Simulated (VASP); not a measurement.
# Cl (Fm-3m) in VASP: a series of runs

Runs on Cl. Level: PBEsol. Tasks: single point, relaxation of cell and atoms.

All numbers are computed with VASP 6.6.1; they aren't measurements. Logs are shortened: lines on timing, memory, paths and dates and some standing lists are left out, and cuts for length are marked.

## (1) The cell of the first run

Symmetry: Fm-3m, No. 225, cubic system. Conventional cell: a = 3.178 Å, b = 3.178 Å, c = 3.178 Å, α = 90.00°, β = 90.00°, γ = 90.00°. Within 3.0 Å of Cl (site symmetry m-3m) lie 12 Cl at 2.25 Å.

## (2) Single point, PBEsol

The input, INCAR:

```
SYSTEM = Cl
  PREC = Accurate
  ENCUT = 520
  EDIFF = 1E-7
  ISMEAR = -1
  SIGMA = 0.1
  LREAL = .False.
  LASPH = .True.
  NELM = 80
  ALGO = Normal
  ISIF = 2
  LWAVE = .False.
  LCHARG = .False.
  GGA = PS
  NBANDS = 10
```

The input, KPOINTS:

```
regular mesh
0
Gamma
  20 20 20
  0 0 0
```

The input, POSCAR:

```
Cl
1.0
    0.0000000000      1.5892402824      1.5892402824
    1.5892402824      0.0000000000      1.5892402824
    1.5892402824      1.5892402824      0.0000000000
Cl
1
Direct
    0.0000000000      0.0000000000      0.0000000000
```

Potentials or basis: VASP PAW PBE potentials, release 64 (Cl).

Command:

```console
$ cat potpaw_PBE.64/Cl/POTCAR > POTCAR
$ mpirun -np 1 vasp_std > vasp.out
```

OUTCAR:

```text
SYSTEM = Cl
   PREC = Accurate
   ENCUT = 520
   EDIFF = 1E-7
   ISMEAR = -1
   LREAL = .False.
   LASPH = .True.
   NELM = 80
   ISIF = 2
   GGA = PS

 ion  position               nearest neighbor table
   1  0.000  0.000  0.000-

  LATTYP: Found a face centered cubic cell.
 ALAT       =     3.1784805648

  Lattice vectors:

 A1 = (   0.0000000000,   1.5892402824,   1.5892402824)
 A2 = (   1.5892402824,   0.0000000000,   1.5892402824)
 A3 = (   1.5892402824,   1.5892402824,   0.0000000000)

Analysis of symmetry for initial positions (statically):
=====================================================================
 Subroutine PRICEL returns:
 Original cell was already a primitive cell.

 Routine SETGRP: Setting up the symmetry group for a
 face centered cubic supercell.

 Subroutine GETGRP returns: Found 48 space group operations
 (whereof 48 operations were pure point group operations)
 out of a pool of 48 trial point group operations.

The static configuration has the point symmetry O_h .

Analysis of symmetry for dynamics (positions and initial velocities):
=====================================================================
 Subroutine PRICEL returns:
 Original cell was already a primitive cell.

 Routine SETGRP: Setting up the symmetry group for a
 face centered cubic supercell.

 Subroutine GETGRP returns: Found 48 space group operations
 (whereof 48 operations were pure point group operations)
 out of a pool of 48 trial point group operations.

The dynamic configuration has the point symmetry O_h .

 Subroutine INISYM returns: Found 48 space group operations
 (whereof 48 operations are pure point group operations),
 and found     1 'primitive' translations

----------------------------------------------------------------------------------------

                                     Primitive cell

  volume of cell :       8.0278

  direct lattice vectors                    reciprocal lattice vectors
     0.000000000  1.589240282  1.589240282    -0.314615735  0.314615735  0.314615735
     1.589240282  0.000000000  1.589240282     0.314615735 -0.314615735  0.314615735
     1.589240282  1.589240282  0.000000000     0.314615735  0.314615735 -0.314615735

  length of vectors
     2.247525161  2.247525161  2.247525161     0.544930438  0.544930438  0.544930438
[... 80 lines left out ...]
   LREAL  =      F    real-space projection
   EDIFFG = 0.1E-05   stopping-criterion for IOM
   NSW    =      0    number of steps for IOM
   IBRION =     -1    ionic relax: 0-MD 1-quasi-New 2-CG
   NFREE  =      0    steps in history (QN), initial steepest desc. (CG)
   ISIF   =      2    stress and relaxation
   ISYM   =      2    0-nonsym 1-usesym 2-fastsym
   POTIM  = 0.5000    time-step for ionic-motion
   TEBEG  =    0.0;   TEEND  =   0.0 temperature during run
   PSTRESS=    0.0 pullay stress
   NELECT =       7.0000    total number of electrons
   NUPDOWN=      -1.0000    fix difference up-down
   EMIN   =  10.00;   EMAX   =-10.00  energy-range for DOS
   EFERMI =   0.00;   METHOD = LEGACY
   ISMEAR =    -1;   SIGMA  =   0.10  broadening in eV -4-tet -1-fermi 0-gaus
   EFERMI_NEDOS =   21; number of points for ismear=-14 and -15
   IALGO  =     38    algorithm
   IMIX   =      4    mixing-type and parameters
     AMIX     =   0.40;   BMIX     =  1.00
     AMIX_MAG =   1.60;   BMIX_MAG =  1.00
  volume/ion in A,a.u.               =       8.03        54.17
  Fermi-wavevector in a.u.,A,eV,Ry     =   1.564016  2.955562 33.281851  2.446147
  Thomas-Fermi vector in A             =   2.666702
   LORBIT       =      0    0 simple, 1 ext, 2 COOP (PROOUT), +10 PAW based schemes
   GGA     = PS    functional components
   LHFCALC =     F    Hartree Fock is set to
   AEXX    =    0.0000 exact exchange contribution
   IVDW    =     0    specifies the selected vdW correction
   LEPSILON=     F    determine dielectric tensor
   LRPA    =     F    only Hartree local field effects (RPA)
 non-spin polarized calculation
  energy-cutoff  :      520.00
  volume of cell :        8.03
 maximum number of plane-waves:       228
 NGX is ok and might be reduce to    18
   NGX =  9   NGY =  9   NGZ =  9

 number of electron       6.9999999 magnetization

 Free energy of the ion-electron system (eV)
  ---------------------------------------------------
  ext. energy  EPLUGINS =         0.00000000
  ---------------------------------------------------
  free energy    TOTEN  =         3.14142198 eV

  energy without entropy =        3.15450206  energy(sigma->0) =        3.14796202

 E-fermi :  19.8696     XC(G=0): -14.9316

 val. band max:       19.8648642288   @ k =   0.5000   0.1500   0.0500
 cond. band min:      19.8791098321   @ k =   0.2000   0.1500   0.0500
 fundamental gap:      0.0142456033
 Fermi energy:        19.8695535648

 k-point     1 :       0.0000    0.0000    0.0000
  band No.  band energies     occupation
      1      -8.3796      2.00000
      2      24.2447      0.00000
      3      24.2447      0.00000
      4      24.2447      0.00000
      5      32.2976      0.00000
      6      32.2976      0.00000
      7      32.2976      0.00000
      8      41.5862      0.00000
      9      41.5862      0.00000
     10      42.2125      0.00000
[... 287 lines left out ...]
 k-point    24 :      -0.3500    0.0500    0.0000
  band No.  band energies     occupation
      1      -2.9607      2.00000
      2       8.0274      2.00000
      3      20.6457      0.00085
      4      22.0562      0.00000
      5      31.7256      0.00000
      6      31.8591      0.00000
      7      31.9852      0.00000
      8      41.6199      0.00000
      9      43.8271      0.00000
     10      46.0311      0.00000

 [... further k-points ...]

------------------------ aborting loop because EDIFF is reached ----------------------------------------

  FORCE on cell =-STRESS in cart. coord.  units (eV):
  Direction    XX          YY          ZZ          XY          YZ          ZX
  --------------------------------------------------------------------------------------
  -------------------------------------------------------------------------------------
  Total       13.4258187     13.4258187     13.4258187      0.0000000      0.0000000     -0.0000000
  in kB     2679.4932743   2679.4932743   2679.4932743      0.0000000      0.0000000     -0.0000000
  external PRESSURE =    2679.4932743 kB  Pullay stress =       0.0000000 kB

 VOLUME and BASIS-vectors are now :
 -----------------------------------------------------------------------------
  energy-cutoff  :      520.00
  volume of cell :        8.03
      direct lattice vectors                 reciprocal lattice vectors
     0.000000000  1.589240282  1.589240282    -0.314615735  0.314615735  0.314615735
     1.589240282  0.000000000  1.589240282     0.314615735 -0.314615735  0.314615735
     1.589240282  1.589240282  0.000000000     0.314615735  0.314615735 -0.314615735

 POSITION                                       TOTAL-FORCE (eV/Angst)
 -----------------------------------------------------------------------------------
      0.00000      0.00000      0.00000         0.000000      0.000000      0.000000
 -----------------------------------------------------------------------------------
    total drift:                                0.000000      0.000000      0.000000

  FREE ENERGIE OF THE ION-ELECTRON SYSTEM (eV)
  ---------------------------------------------------
  free  energy   TOTEN  =         3.1414219808 eV

  energy  without entropy=        3.1545020606  energy(sigma->0) =        3.14796202
```

Run time: 10 s. Hardware: 1 thread of Intel Xeon Platinum 8488C (Sapphire Rapids), shared host; peak memory 0.13 GiB.

What came out:

```
Free energy : 3.1414 eV
Pressure    : 267.9 GPa
```

Caveat: the PAW data sets were made with another functional, which shifts forces and pressure a little; an odd number of electrons without spin polarisation forces a metal; a magnetic or distorted state may lie lower.

## (3) Relaxation of cell and atoms, PBEsol, target pressure 270 GPa, at which the enthalpy is minimised

The input, INCAR:

```
SYSTEM = Cl
PREC = Accurate ; ENCUT = 600
EDIFF = 1E-6 ; ISMEAR = -1
SIGMA = 0.1 ; LREAL = .False.
LASPH = .True. ; NELM = 100
ALGO = Normal ; ISIF = 3
LWAVE = .False. ; LCHARG = .False.
GGA = PS ; IBRION = 2
NSW = 32 ; EDIFFG = -0.005
PSTRESS = 2700.0
```

The input, KPOINTS:

```
Automatic mesh
0
Gamma
  20 20 20
  0 0 0
```

The input, POSCAR:

```
Cl
1.0
    0.0000000000      1.5886927707      1.5886927707
    1.5886927707      0.0000000000      1.5886927707
    1.5886927707      1.5886927707      0.0000000000
Cl
1
Direct
    0.0000000000      0.0000000000      0.0000000000
```

Potentials or basis: VASP PAW PBE potentials, release 64 (Cl).

Command:

```console
$ cat potpaw_PBE.64/Cl/POTCAR > POTCAR
$ mpirun -np 1 vasp_std > vasp.out
```

OUTCAR:

```text
SYSTEM = Cl
   PREC = Accurate
   ENCUT = 600
   EDIFF = 1E-6
   ISMEAR = -1
   LREAL = .False.
   LASPH = .True.
   NELM = 100
   ISIF = 3
   GGA = PS
   IBRION = 2
   NSW = 32
   EDIFFG = -0.005
   PSTRESS = 2700.0

 ion  position               nearest neighbor table
   1  0.000  0.000  0.000-

  LATTYP: Found a face centered cubic cell.
 ALAT       =     3.1773855414

  Lattice vectors:

 A1 = (   0.0000000000,   1.5886927707,   1.5886927707)
 A2 = (   1.5886927707,   0.0000000000,   1.5886927707)
 A3 = (   1.5886927707,   1.5886927707,   0.0000000000)

Analysis of symmetry for initial positions (statically):
=====================================================================
 Subroutine PRICEL returns:
 Original cell was already a primitive cell.

 Routine SETGRP: Setting up the symmetry group for a
[... 252 lines left out ...]

 val. band max:       19.9287096058   @ k =   0.5000   0.1500   0.0500
 cond. band min:      19.9478635385   @ k =   0.2000   0.1500   0.0500
 fundamental gap:      0.0191539328
 Fermi energy:        19.9346494129

 k-point     1 :       0.0000    0.0000    0.0000
  band No.  band energies     occupation
      1      -8.3650      2.00000
      2      24.3263      0.00000
      3      24.3263      0.00000
      4      24.3263      0.00000
      5      32.3535      0.00000
      6      32.3535      0.00000
      7      32.3535      0.00000
[... 221 lines left out ...]
 k-point    24 :      -0.3500    0.0500    0.0000
  band No.  band energies     occupation
      1      -2.9350      2.00000
      2       8.0651      2.00000
      3      20.7139      0.00083
      4      22.1304      0.00000
      5      31.7806      0.00000
      6      31.9213      0.00000
      7      32.0567      0.00000

 [... further k-points ...]

------------------------ aborting loop because EDIFF is reached ----------------------------------------

  FORCE on cell =-STRESS in cart. coord.  units (eV):
  Direction    XX          YY          ZZ          XY          YZ          ZX
  --------------------------------------------------------------------------------------
  -------------------------------------------------------------------------------------
  Total       13.4964198     13.4964198     13.4964198      0.0000000     -0.0000000      0.0000000
  in kB     2700.0189588   2700.0189588   2700.0189588      0.0000000     -0.0000000      0.0000000
  external PRESSURE =       0.0189588 kB  Pullay stress =    2700.0000000 kB
[... 20 lines left out ...]
  energy  without entropy=        3.1858397347  energy(sigma->0) =        3.17931017

  enthalpy is  TOTEN    =        16.6691056695 eV   P V=       13.4963250738

 reached required accuracy - stopping structural energy minimisation
```

It took 15 s on 1 thread of Intel Xeon Platinum 8488C (Sapphire Rapids), shared host; peak memory 0.12 GiB.

Results:

- Free energy: 3.1728 eV
- Relaxed volume: 8.01 Å³/atom
- Relaxed cell: a = 2.246 Å, b = 2.246 Å, c = 2.246 Å, α = 60.00°, β = 60.00°, γ = 60.00°
- Space group after relaxing (to 0.05 Å): Fm-3m (No. 225)
- Energy change on relaxing (the enthalpy is what falls): +18.2 meV/atom
- Ionic steps: 3
- Pressure after relaxing: 270.0 GPa

Step by step:
```tsv
step	energy change (eV)	largest force (eV/Å)	pressure (GPa)	volume (Å³)
1	0.0000	0.0000	268.87	8.02
2	0.1117	0.0000	275.81	7.95
3	0.0182	0.0000	270.00	8.01
```

Final structure:
```cif
data_structure
_symmetry_space_group_name_H-M 'P 1'
_symmetry_Int_Tables_number 1
_cell_length_a 2.2457
_cell_length_b 2.2457
_cell_length_c 2.2457
_cell_angle_alpha 60.000
_cell_angle_beta 60.000
_cell_angle_gamma 60.000
_cell_volume 8.01
loop_
_atom_site_label
_atom_site_type_symbol
_atom_site_fract_x
_atom_site_fract_y
_atom_site_fract_z
_atom_site_occupancy
Cl1 Cl 0.00000 0.00000 0.00000 1
```

Caveat: the cell is relaxed towards a set pressure, so the enthalpy falls and the energy may rise; the PAW data sets were made with another functional, which shifts forces and pressure a little; an odd number of electrons without spin polarisation forces a metal; a magnetic or distorted state may lie lower.
